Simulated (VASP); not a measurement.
# BN (C2) in VASP: a series of runs

BN is run at these levels: PBE; tasks: single point.

All numbers are computed with VASP 6.6.1; they aren't measurements. Logs are shortened: lines on timing, memory, paths and dates and some standing lists are left out, and cuts for length are marked.

**1. The cell of the first run**

The structure is monoclinic, space group C2 (No. 5). The conventional cell has a = 3.564 Å, b = 3.625 Å, c = 2.445 Å, α = 90.00°, β = 132.29°, γ = 90.00°. B (site symmetry 2) has 4 N at 1.52 to 1.60 Å within 2.0 Å. Within 2.0 Å of N (site symmetry 2) lie 4 B at 1.52 to 1.60 Å.

**2. Single point, PBE (engineering shear strain xz -0.0750, normal strain along z -0.0175)**

INCAR reads:

```
SYSTEM = BN
  PREC = Accurate
  ENCUT = 520
  EDIFF = 1E-7
  ISMEAR = 0
  SIGMA = 0.05
  LREAL = .False.
  LASPH = .True.
  NELM = 100
  ALGO = Normal
  ISIF = 2
  LWAVE = .False.
  LCHARG = .True.
  GGA = PE
  LELF = .True.
  LVHAR = .True.
  NBANDS = 11
```

KPOINTS reads:

```
regular mesh
0
Gamma
  12 12 12
  0 0 0
```

POSCAR reads:

```
BN
1.0
   -0.0679647668      1.7806768895      1.8123937807
    1.8123937807     -0.0679647668      1.8123937807
    1.7444290139      1.7127121228      0.0000000000
B N
1 1
Direct
    0.0000000000      0.0000000000      0.0000000000
    0.7500000000      0.7500000000      0.7500000000
```

Potentials or basis: VASP PAW PBE potentials, release 64 (B, N).

The run is started by

```sh
cat potpaw_PBE.64/B/POTCAR potpaw_PBE.64/N/POTCAR > POTCAR
mpirun -np 1 vasp_std > vasp.out
```

OUTCAR:

```text
SYSTEM = BN
   PREC = Accurate
   ENCUT = 520
   EDIFF = 1E-7
   ISMEAR = 0
   LREAL = .False.
   LASPH = .True.
   NELM = 100
   ISIF = 2
   GGA = PE

 ion  position               nearest neighbor table
   1  0.000  0.000  0.000-   2 1.52   2 1.52   2 1.60   2 1.60
   2  0.750  0.750  0.750-   1 1.52   1 1.52   1 1.60   1 1.60

  LATTYP: Found a base centered monoclinic cell.
 ALAT       =     3.5639469101
 B/A-ratio  =     1.0170711441
 C/A-ratio  =     0.6859447904
 COS(beta)  =    -0.6728648804

  Lattice vectors:

 A1 = (   0.0679647668,  -1.7806768896,   1.8123937807)
 A2 = (   0.0679647668,  -1.7806768895,  -1.8123937807)
 A3 = (   1.7444290139,   1.7127121228,   0.0000000000)

Analysis of symmetry for initial positions (statically):
=====================================================================
 Subroutine PRICEL returns:
 Original cell was already a primitive cell.

 Routine SETGRP: Setting up the symmetry group for a
 base centered monoclinic supercell.

 Subroutine GETGRP returns: Found  2 space group operations
 (whereof  2 operations were pure point group operations)
 out of a pool of  4 trial point group operations.

The static configuration has the point symmetry C_2 .

Analysis of symmetry for dynamics (positions and initial velocities):
=====================================================================
 Subroutine PRICEL returns:
 Original cell was already a primitive cell.

 Routine SETGRP: Setting up the symmetry group for a
 base centered monoclinic supercell.

 Subroutine GETGRP returns: Found  2 space group operations
 (whereof  2 operations were pure point group operations)
 out of a pool of  4 trial point group operations.

The dynamic configuration has the point symmetry C_2 .

 Subroutine INISYM returns: Found  2 space group operations
 (whereof  2 operations are pure point group operations),
 and found     1 'primitive' translations

----------------------------------------------------------------------------------------

                                     Primitive cell

  volume of cell :      11.6815

  direct lattice vectors                    reciprocal lattice vectors
    -0.067964767  1.780676890  1.812393781    -0.265728870  0.270649775  0.275878236
     1.812393781 -0.067964767  1.812393781     0.265728870 -0.270649775  0.275878236
     1.744429014  1.712712123  0.000000000     0.286818463  0.291739368 -0.275878236

  length of vectors
     2.541692470  2.564012801  2.444670816     0.469011657  0.469011657  0.493442490

  position of ions in fractional coordinates (direct lattice)
     0.000000000  0.000000000  0.000000000
     0.750000000  0.750000000  0.750000000

  ion indices of the primitive-cell ions
   primitive index   ion index
                 1           1
                 2           2

----------------------------------------------------------------------------------------

 KPOINTS: regular mesh

Automatic generation of k-mesh.
 Grid dimensions read from file:
 generate k-points for:   12   12   12

 Generating k-lattice:

  Cartesian coordinates                     Fractional coordinates (reciprocal lattice)
    -0.022144072  0.022554148  0.022989853     0.083333333  0.000000000 -0.000000000
     0.022144072 -0.022554148  0.022989853     0.000000000  0.083333333  0.000000000
     0.023901539  0.024311614 -0.022989853    -0.000000000 -0.000000000  0.083333333

  Length of vectors
     0.039084305  0.039084305  0.041120207

  Shift w.r.t. Gamma in fractional coordinates (k-lattice)
     0.000000000  0.000000000  0.000000000

 Subroutine IBZKPT returns following result:
 ===========================================

 Found    476 irreducible k-points:

 Following reciprocal coordinates:
            Coordinates               Weight
  0.000000  0.000000  0.000000      1.000000
  0.083333 -0.000000  0.000000      4.000000
  0.166667 -0.000000  0.000000      4.000000
  0.250000  0.000000 -0.000000      4.000000
  0.333333 -0.000000 -0.000000      4.000000
  0.416667 -0.000000 -0.000000      4.000000
[... 16 lines left out ...]
  0.500000  0.166667 -0.000000      4.000000
 -0.416667  0.166667  0.000000      4.000000
 [... further k-points ...]
   k-points           NKPTS =    476   k-points in BZ     NKDIM =    476   number of bands    NBANDS=     11
   number of dos      NEDOS =    301   number of ions     NIONS =      2
   total plane-waves  NPLWV =   7200
   dimension x,y,z NGX =    20 NGY =   20 NGZ =   18
   dimension x,y,z NGXF=    40 NGYF=   40 NGZF=   36
   ions per type =               1   1
   NGX,Y,Z   is equivalent  to a cutoff of  13.08, 12.97, 12.24 a.u.
   NGXF,Y,Z  is equivalent  to a cutoff of  26.16, 25.94, 24.48 a.u.
 SYSTEM =  BN
   PREC   = accura    normal or accurate (medium, high low for compatibility)
   ISTART =      0    job   : 0-new  1-cont  2-samecut
   ICHARG =      2    charge: 1-file 2-atom 10-const
   ISPIN  =      1    spin polarized calculation?
   LNONCOLLINEAR =      F non collinear calculations
   LSORBIT =      F    spin-orbit coupling
   LASPH  =      T    aspherical Exc in radial PAW
   ENCUT  =  520.0 eV  38.22 Ry    6.18 a.u.   4.73  4.77  4.55*2*pi/ulx,y,z
   NELM   =    100;   NELMIN=  2; NELMDL= -5     # of ELM steps
   EDIFF  = 0.1E-06   stopping-criterion for ELM
   LREAL  =      F    real-space projection
   EDIFFG = 0.1E-05   stopping-criterion for IOM
   NSW    =      0    number of steps for IOM
   IBRION =     -1    ionic relax: 0-MD 1-quasi-New 2-CG
   NFREE  =      0    steps in history (QN), initial steepest desc. (CG)
   ISIF   =      2    stress and relaxation
   ISYM   =      2    0-nonsym 1-usesym 2-fastsym
   POTIM  = 0.5000    time-step for ionic-motion
   TEBEG  =    0.0;   TEEND  =   0.0 temperature during run
   PSTRESS=    0.0 pullay stress
   NELECT =       8.0000    total number of electrons
   NUPDOWN=      -1.0000    fix difference up-down
   EMIN   =  10.00;   EMAX   =-10.00  energy-range for DOS
   EFERMI =   0.00;   METHOD = LEGACY
   ISMEAR =     0;   SIGMA  =   0.05  broadening in eV -4-tet -1-fermi 0-gaus
   EFERMI_NEDOS =   21; number of points for ismear=-14 and -15
   IALGO  =     38    algorithm
   IMIX   =      4    mixing-type and parameters
     AMIX     =   0.40;   BMIX     =  1.00
     AMIX_MAG =   1.60;   BMIX_MAG =  1.00
  volume/ion in A,a.u.               =       5.84        39.42
  Fermi-wavevector in a.u.,A,eV,Ry     =   1.443019  2.726911 28.331470  2.082304
  Thomas-Fermi vector in A             =   2.561474
   LORBIT       =      0    0 simple, 1 ext, 2 COOP (PROOUT), +10 PAW based schemes
   GGA     = PE    functional components
   LHFCALC =     F    Hartree Fock is set to
   AEXX    =    0.0000 exact exchange contribution
   IVDW    =     0    specifies the selected vdW correction
   LEPSILON=     F    determine dielectric tensor
   LRPA    =     F    only Hartree local field effects (RPA)
 non-spin polarized calculation
 Gauss-broadening in eV      SIGMA  =   0.05
  energy-cutoff  :      520.00
  volume of cell :       11.68
 maximum number of plane-waves:       324
   NGX =  9   NGY =  9   NGZ =  9

 number of electron       8.0000000 magnetization

 Free energy of the ion-electron system (eV)
  ---------------------------------------------------
  ext. energy  EPLUGINS =         0.00000000
  ---------------------------------------------------
  free energy    TOTEN  =       -17.34148127 eV

  energy without entropy =      -17.34148127  energy(sigma->0) =      -17.34148127

 E-fermi :   8.0047     XC(G=0): -12.8749

 val. band max:        7.7758116121   @ k =   0.0000   0.0000   0.0000
 cond. band min:      11.7915999618   @ k =   0.5000   0.5000   0.0000
 fundamental gap:      4.0157883497
 Fermi energy:         8.0046526571

 k-point     1 :       0.0000    0.0000    0.0000
  band No.  band energies     occupation
      1     -12.8315      2.00000
      2       7.3964      2.00000
      3       7.4139      2.00000
      4       7.7758      2.00000
      5      15.4005      0.00000
      6      15.5330      0.00000
      7      17.4692      0.00000
      8      19.0631      0.00000
      9      32.4662      0.00000
     10      35.0122      0.00000
     11      35.4674      0.00000

 k-point     2 :       0.0833   -0.0000    0.0000
  band No.  band energies     occupation
      1     -12.6707      2.00000
      2       6.3842      2.00000
      3       7.2690      2.00000
      4       7.6104      2.00000
      5      15.6724      0.00000
      6      16.2284      0.00000
      7      17.7069      0.00000
      8      19.2781      0.00000
      9      32.1002      0.00000
     10      33.1793      0.00000
     11      34.1427      0.00000

 k-point     3 :       0.1667   -0.0000    0.0000
  band No.  band energies     occupation
      1     -12.1946      2.00000
      2       4.1787      2.00000
      3       6.8989      2.00000
      4       7.2186      2.00000
      5      16.2082      0.00000
      6      17.4885      0.00000
      7      18.2768      0.00000
      8      19.9803      0.00000
      9      31.0468      0.00000
     10      32.2068      0.00000
     11      32.8539      0.00000

 k-point     4 :       0.2500    0.0000   -0.0000
  band No.  band energies     occupation
      1     -11.4279      2.00000
      2       1.6928      2.00000
      3       6.4656      2.00000
      4       6.7578      2.00000
      5      16.7521      0.00000
      6      18.3371      0.00000
      7      18.8667      0.00000
      8      21.0455      0.00000
      9      30.5285      0.00000
     10      31.7814      0.00000
     11      32.5655      0.00000
[... 239 lines left out ...]
 k-point    22 :       0.4167    0.1667   -0.0000
  band No.  band energies     occupation
      1      -9.5130      2.00000
      2      -1.0544      2.00000
      3       4.4578      2.00000
      4       5.1459      2.00000
      5      16.4940      0.00000
      6      19.9880      0.00000
      7      20.8031      0.00000
      8      21.1900      0.00000
      9      27.7518      0.00000
     10      34.0836      0.00000
     11      37.0199      0.00000

 k-point    23 :       0.5000    0.1667   -0.0000
  band No.  band energies     occupation
      1      -8.6449      2.00000
      2      -2.4855      2.00000
      3       3.8686      2.00000
      4       5.1750      2.00000
      5      17.0773      0.00000
      6      20.1162      0.00000
      7      21.0198      0.00000
      8      21.8704      0.00000
      9      28.1684      0.00000
     10      34.0400      0.00000
     11      36.3325      0.00000

 k-point    24 :      -0.4167    0.1667    0.0000
  band No.  band energies     occupation
      1      -8.5410      2.00000
      2      -2.6299      2.00000
      3       3.4188      2.00000
      4       5.4263      2.00000
      5      17.5754      0.00000
      6      20.0672      0.00000
      7      20.7405      0.00000
      8      22.7458      0.00000
      9      28.3791      0.00000
     10      34.0010      0.00000
     11      34.1566      0.00000

 [... further k-points ...]
[... 5 lines left out ...]
  --------------------------------------------------------------------------------------
  -------------------------------------------------------------------------------------
  Total        0.5247549      1.2917960      0.3156957      2.6160106     -0.0000000      0.0000000
  in kB       71.9728825    177.1765795     43.2993245    358.7995490     -0.0000000      0.0000000
  external PRESSURE =      97.4829289 kB  Pullay stress =       0.0000000 kB

 VOLUME and BASIS-vectors are now :
 -----------------------------------------------------------------------------
  energy-cutoff  :      520.00
  volume of cell :       11.68
      direct lattice vectors                 reciprocal lattice vectors
    -0.067964767  1.780676890  1.812393781    -0.265728870  0.270649775  0.275878236
     1.812393781 -0.067964767  1.812393781     0.265728870 -0.270649775  0.275878236
     1.744429014  1.712712123  0.000000000     0.286818463  0.291739368 -0.275878236

 POSITION                                       TOTAL-FORCE (eV/Angst)
 -----------------------------------------------------------------------------------
      0.00000      0.00000      0.00000        -0.000000     -0.000000      0.181722
      2.61664      2.56907      2.71859         0.000000      0.000000     -0.181722
 -----------------------------------------------------------------------------------
    total drift:                               -0.000003     -0.000002     -0.000074

  FREE ENERGIE OF THE ION-ELECTRON SYSTEM (eV)
  ---------------------------------------------------
  free  energy   TOTEN  =       -17.3414812697 eV

  energy  without entropy=      -17.3414812697  energy(sigma->0) =      -17.34148127
```

Wall time 21 s (1 thread of Intel Xeon 6975P-C (Granite Rapids), shared host); peak memory 0.16 GiB.

Results:

* Free energy: -17.3415 eV
* Pressure: 9.7 GPa
* Largest force: 0.182 eV/Å
* Band gap on the k mesh: 4.02 eV, indirect (least direct gap 7.62 eV)

Forces in eV/Å, atoms in the order of the input:
```
B    0.000  0.000  0.182
N    0.000  0.000 -0.182
```

Caveat: the cell differs from its parent crystal (engineering shear strain xz -0.0750, normal strain along z -0.0175).

(Part 1 of 2 ends here.)
